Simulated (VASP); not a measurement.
Here is a VASP 6.6.1 calculation.

The input INCAR:

```
SYSTEM = CuI
PREC = Accurate
ENCUT = 520
EDIFF = 1E-6
ISMEAR = -1
SIGMA = 0.02
LREAL = .FALSE.
LASPH = .TRUE.
NELM = 80
ALGO = Normal
ISIF = 2
LWAVE = .FALSE.
LCHARG = .FALSE.
GGA = PE
NBANDS = 16
```

Contents of KPOINTS:

```
Automatic mesh
0
G
  8 8 8
  0 0 0
```

The input POSCAR:

```
CuI
1.0
    0.0000000000      3.0120291112      3.0120291112
    3.0026918210      0.0000000000      3.0120291112
    3.0026918210      3.0120291112      0.0000000000
Cu I
1 1
Direct
    0.0000000000      0.0000000000      0.0000000000
    0.2500000000      0.2500000000      0.2500000000
```

Potentials or basis: VASP PAW PBE potentials, release 64 (Cu, I).

Command:

```bash
$ cat potpaw_PBE.64/Cu/POTCAR potpaw_PBE.64/I/POTCAR > POTCAR
$ mpirun -np 1 vasp_std > vasp.out
```

**Question.** Predict the band gap on the k mesh.

**Answer.** 1.20 eV, direct.

**Question.** What does it give for the pressure?

**Answer.** 1.3 GPa.

Caveat: the cell differs from its parent crystal (uniaxial x strain -0.3%); spin-orbit coupling is left out, which moves the levels of the heavy elements.
